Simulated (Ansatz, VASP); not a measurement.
One calculation of Sb, two programs

The input INCAR:

```
ALGO     = Normal         # electronic algorithm
EDIFF    = 1E-6           # SCF threshold, eV
EDIFFG   = -0.001         # ionic threshold
ENCUT    = 600            # plane-wave cutoff, eV
GGA      = PS             # functional
IBRION   = 2              # ionic algorithm
ISIF     = 3              # what is computed and relaxed
ISMEAR   = -1             # smearing method
LASPH    = T              # aspherical terms in the spheres
LCHARG   = F              # write CHGCAR
LREAL    = F              # projectors in reciprocal space
LWAVE    = F              # write WAVECAR
NELM     = 80             # most SCF steps
NSW      = 80             # ionic steps
PREC     = Accurate       # precision mode
SIGMA    = 0.15           # smearing width, eV
```

KPOINTS

```
k-points
0
Gamma
  12 12 12
```

The input POSCAR:

```
Sb
1.0
    2.1610267024      1.2476693484      3.6868246410
   -2.1610267024      1.2476693484      3.6868246410
    0.0000000000     -2.4953386967      3.6868246410
Sb
2
Direct
    0.2356859576      0.2356859576      0.2356859576
    0.7643140424      0.7643140424      0.7643140424
```

Input for Ansatz:

```yaml
crystal:
  lattice:
    - [2.1610267024, 1.2476693484, 3.686824641]
    - [-2.1610267024, 1.2476693484, 3.686824641]
    - [0.0, -2.4953386967, 3.686824641]
  atoms:
    - { symbol: Sb, position: [0.2356859576, 0.2356859576, 0.2356859576] }
    - { symbol: Sb, position: [0.7643140424, 0.7643140424, 0.7643140424] }
basis:
  ecutwfc: 420
kpoints:
  mp_grid: { grid: [12, 12, 12] }
hamiltonian:
  xc: pbesol
scf:
  occupations: { method: fermi_dirac, width: 0.15 }
output:
  forces: true
  stress: true
  eigenvalues: true
  write_density: true
  write_potential: true
  elf: true
  volumetric_format: npy
relax:
  adjacent_minimum: "off"
  f_tol: 0.001
  max_steps: 60
  cell: { stress_tol: 0.01 }
```

Alike in both runs: task relaxation of cell and atoms; functional PBEsol; k mesh 12 × 12 × 12; occupations fermi-dirac, width 0.15 eV; no spin polarisation.

|  | VASP | Ansatz |
| --- | --- | --- |
| version | VASP 6.6.1 | Ansatz 0.2.0 |
| potentials or method | VASP PAW PBE potentials, release 64 (Sb), cutoff 600 eV | scalar-relativistic, plane waves, PAW |
| valence electrons in the cell | 10 | 30 |

```csv
,VASP,Ansatz,Ansatz less VASP
"gap on the k mesh at the Fermi level, each at its own relaxed structure (eV)",none,none,-
relaxed volume (Å³/atom),29.68,29.70,+0.019
relaxed cell length with the largest relative difference (Å),4.439,4.446,+0.0063
```

VASP's potentials were made for PBE, not for PBEsol. A gap of «none» marks a metal or a gap that the smearing closes. VASP's potentials hold 10 valence electrons a cell and Ansatz's 30, so a difference there can come from the potentials and not from the codes.

Spin-orbit coupling is off throughout.
